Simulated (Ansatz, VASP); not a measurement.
## MgO: VASP beside Ansatz

The input INCAR:

```
SYSTEM = MgO
ALGO     = Normal         ! electronic algorithm
EDIFF    = 1E-6           ! SCF threshold, eV
ENCUT    = 520            ! plane-wave cutoff, eV
ISIF     = 2              ! what is computed and relaxed
ISMEAR   = 0              ! smearing method
LASPH    = .TRUE.         ! aspherical terms in the spheres
LCHARG   = .FALSE.        ! write CHGCAR
LREAL    = .FALSE.        ! projectors in reciprocal space
LWAVE    = .FALSE.        ! write WAVECAR
NBANDS   = 26             ! bands
NELM     = 100            ! most SCF steps
PREC     = Accurate       ! precision mode
SIGMA    = 0.05           ! smearing width, eV
```

KPOINTS

```
k-points
0
G
  6 6 6
  0 0 0
```

File POSCAR:

```
MgO
1.0
    4.1607146133      0.0000000000      0.0000000000
    0.0000000000     -4.1607146133      0.0000000000
    0.0000000000      0.0000000000     -4.1607146133
Mg O
4 4
Direct
    0.0000000000      1.0000000000      1.1249785309
    0.5000000000      0.5000000000      1.0000000000
    0.5000000000      1.0000000000      0.5000000000
    0.0000000000      0.5000000000      0.5000000000
    0.5000000000      0.0000000000      0.0000000000
    0.0000000000      0.5000000000      0.0000000000
    0.0000000000      0.0000000000      0.5000000000
    0.5000000000      0.5000000000      0.5000000000
```

Input for Ansatz:

```yaml
crystal:
  lattice:
    - [4.1607146133, 0.0, 0.0]
    - [0.0, -4.1607146133, 0.0]
    - [0.0, 0.0, -4.1607146133]
  atoms:
    - { symbol: Mg, position: [0.0, 1.0, 1.1249785309] }
    - { symbol: Mg, position: [0.5, 0.5, 1.0] }
    - { symbol: Mg, position: [0.5, 1.0, 0.5] }
    - { symbol: Mg, position: [0.0, 0.5, 0.5] }
    - { symbol: O, position: [0.5, 0.0, 0.0] }
    - { symbol: O, position: [0.0, 0.5, 0.0] }
    - { symbol: O, position: [0.0, 0.0, 0.5] }
    - { symbol: O, position: [0.5, 0.5, 0.5] }
basis:
  ecutwfc: 420
kpoints:
  mp_grid: { grid: [6, 6, 6] }
hamiltonian:
  xc: lda
  pseudopotentials: { kind: paw, azcp: { folder: soft_1 } }
scf:
  occupations: { method: gaussian, width: 0.05 }
output:
  forces: true
  stress: true
  eigenvalues: true
```

Alike in both runs: task single point; functional LDA; k mesh 6 × 6 × 6; occupations gaussian, width 0.05 eV; no spin polarisation.

```csv
,VASP,Ansatz
version,VASP 6.6.1,Ansatz 0.2.0
potentials or method,"VASP PAW LDA potentials, release 64 (Mg, O), cutoff 520 eV","scalar-relativistic, plane waves, PAW"
valence electrons in the cell,32,64
```

```tsv
	VASP	Ansatz	Ansatz less VASP
gap on the k mesh at the Fermi level (eV)	4.92	4.92	0.000
least direct gap on the mesh (eV)	4.92	4.92	0.000
pressure (GPa)	11.1	12.0	+0.90
traceless stress, the component that is largest in VASP (GPa)	23.72	22.13	-1.588
rms of the force components (eV/Å)	3.514	3.298	-0.2161
```

Ansatz warns that its potentials were made for another functional, while VASP's fit it. LDA's correlation is that of Perdew and Zunger in VASP and of Perdew and Wang (1992) in Ansatz. Atom by atom the forces differ by 0.219 eV/Å (rms over components). VASP's potentials hold 32 valence electrons a cell and Ansatz's 64, so a difference there can come from the potentials and not from the codes.
